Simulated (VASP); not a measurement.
Write the native input for VASP 6.6.1 that does the following.

- Task: single point
- Functional: PBE
- Potentials or basis: VASP PAW PBE potentials, release 64 (Pd, Os, C, N)
- Cutoff: 520 eV
- k mesh: 6 × 6 × 6
- Occupations: gaussian, width 0.02 eV
- Spin: no spin polarisation
- Dipole correction: no
- Further INCAR settings: ALGO = Normal; EDIFF = 1e-06; NBANDS = 38

The structure of OsPdC4N4 lies in POSCAR:

```
OsPdC4N4
1.0
    5.8766030765      0.0000000000      0.0000000000
    0.0000000000      5.8766030765      0.0000000000
    0.0000000000      0.0000000000      5.8766030765
Pd Os C N
1 1 4 4
Direct
    0.0000000000      0.0000000000      0.0000000000
    0.5000000000      0.5000000000      0.5000000000
    0.1965289278      0.1965289278      0.1965289278
    0.1965289278      0.8034710722      0.8034710722
    0.8034710722      0.1965289278      0.8034710722
    0.8034710722      0.8034710722      0.1965289278
    0.3142332580      0.3142332580      0.3142332580
    0.3142332580      0.6857667420      0.6857667420
    0.6857667420      0.3142332580      0.6857667420
    0.6857667420      0.6857667420      0.3142332580
```

The input as run:

INCAR

```
PREC = Accurate
ENCUT = 520
EDIFF = 1E-6
ISMEAR = 0
SIGMA = 0.02
LREAL = F
LASPH = T
NELM = 100
ALGO = Normal
ISIF = 2
LWAVE = F
LCHARG = F
GGA = PE
NBANDS = 38
```

KPOINTS

```
regular mesh
0
Gamma
  6 6 6
```

Potentials or basis: VASP PAW PBE potentials, release 64 (Pd, Os, C, N).

Run with:

```sh
$ cat potpaw_PBE.64/Pd/POTCAR potpaw_PBE.64/Os/POTCAR potpaw_PBE.64/C/POTCAR potpaw_PBE.64/N/POTCAR > POTCAR
$ mpirun -np 1 vasp_std > vasp.out
```

Results of the run:

- Pressure: 0.6 GPa
- Largest force: 0.215 eV/Å
- Band gap on the k mesh: 0.36 eV (least direct gap 0.58 eV)

Caveat: spin-orbit coupling is left out, which moves the levels of the heavy elements.

Run time: 2.1 min on 1 thread of Intel(R) Xeon(R) Platinum 8559C (Emerald Rapids), on a shared host, peak memory 0.41 GiB.
